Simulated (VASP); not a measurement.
Runs of VASP 6.6.1 on InO. The structure is that of space group P-6m2 (No. 187), or close to it. The cells are those of the table. 

```csv
cell,gap on the mesh (eV),largest force (eV/Å)
"a = 3.315, b = 3.315, c = 16.512 Å, angles 90.0, 90.0, 120.0°, 4 atoms",(a),0.80
"a = 3.592, b = 3.592, c = 14.607 Å, angles 90.0, 90.0, 120.0°, 4 atoms",0.75,1.77
"a = 3.454, b = 3.454, c = 15.242 Å, angles 90.0, 90.0, 120.0°, 4 atoms",0.87,0.55
"a = 3.315, b = 3.315, c = 17.147 Å, angles 90.0, 90.0, 120.0°, 4 atoms",0.22,0.79
```

Alike in all rows: task single point; level r2SCAN; potentials or basis VASP PAW PBE potentials, release 64 (In_d, O); no spin polarisation; k mesh 12 × 12 × 2; cutoff (eV) 520; smearing gaussian 0.05 eV.

Task: Fill in the values left out.

Result: (a) 0.45.

Caveats: there is no dipole correction, which matters where the two faces differ; the PAW data sets were made with another functional, which shifts forces and pressure a little; spin-orbit coupling is left out, which moves the levels of the heavy elements.

A k mesh can miss the band edges, and the runs leave out spin-orbit coupling on In.
